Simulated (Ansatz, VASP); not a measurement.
# One calculation of LiH, two programs

```xyz
2
Lattice="0.0000 2.0100 2.0100 2.0100 0.0000 2.0100 2.0100 2.0100 0.0000" Properties=species:S:1:pos:R:3 pbc="T T T"
Li    0.0346    0.0346    0.0346
H     2.0100    2.0100    2.0100
```

Alike in both runs: task single point; functional HSE06; k mesh 4 × 4 × 4; occupations fermi-dirac, width 0.05 eV; no spin polarisation.

```csv
,VASP,Ansatz
version,VASP 6.6.1,Ansatz 0.2.0 development build
potentials or method,"VASP PAW PBE potentials, release 64 (Li_sv, H), cutoff 520 eV","plane waves, all-electron PAW datasets generated for the crystal"
```

Ansatz gave:

```
gap on the k mesh at the Fermi level (eV) : 4.03
rms of the force components (eV/Å)        : 0.034
```

Q: Which values does VASP return?

A: gap on the k mesh at the Fermi level (eV): 4.03; rms of the force components (eV/Å): 0.035.

Atom by atom the forces differ by 0.000 eV/Å (rms over components). Ansatz ran all-electron here, and VASP with PAW potentials. Ansatz's warnings: printed levels off.

The k mesh is coarse, so the values compare programs but aren't converged. Noted on VASP's run: the cutoff is short for stress, so the pressure is rough.
